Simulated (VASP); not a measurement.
Crystal: BeS.

```
CELL_PARAMETERS angstrom
0.00000 2.42500 2.42500
2.42500 0.00000 2.42500
2.42500 2.42500 0.00000
ATOMIC_POSITIONS crystal
Be 0.00000 0.00000 0.00000
S 0.75000 0.75000 0.75000
```

Program: VASP 6.6.1. Alike in all runs: no spin polarisation; cell as given; cutoff (eV) 520; smearing fermi-dirac 0.02 eV.

**Question.** Order these runs on this cell by their pressure, lowest first.
A. level PBE; potentials or basis VASP PAW PBE potentials, release 64 (Be, S); k mesh 3 × 3 × 3
B. level PBE; potentials or basis VASP PAW PBE potentials, release 64 (Be, S); k mesh 13 × 13 × 13
C. level LDA; potentials or basis VASP PAW LDA potentials, release 64 (Be, S); k mesh 9 × 9 × 9
D. level PBEsol; potentials or basis VASP PAW PBE potentials, release 64 (Be, S); k mesh 9 × 9 × 9

**Answer.** C (-3.2 GPa), D (-0.6 GPa), B (1.6 GPa), A (3.8 GPa).

Caveats: some runs use coarse meshes; the PAW data sets were made with another functional, which shifts forces and pressure a little (some runs).
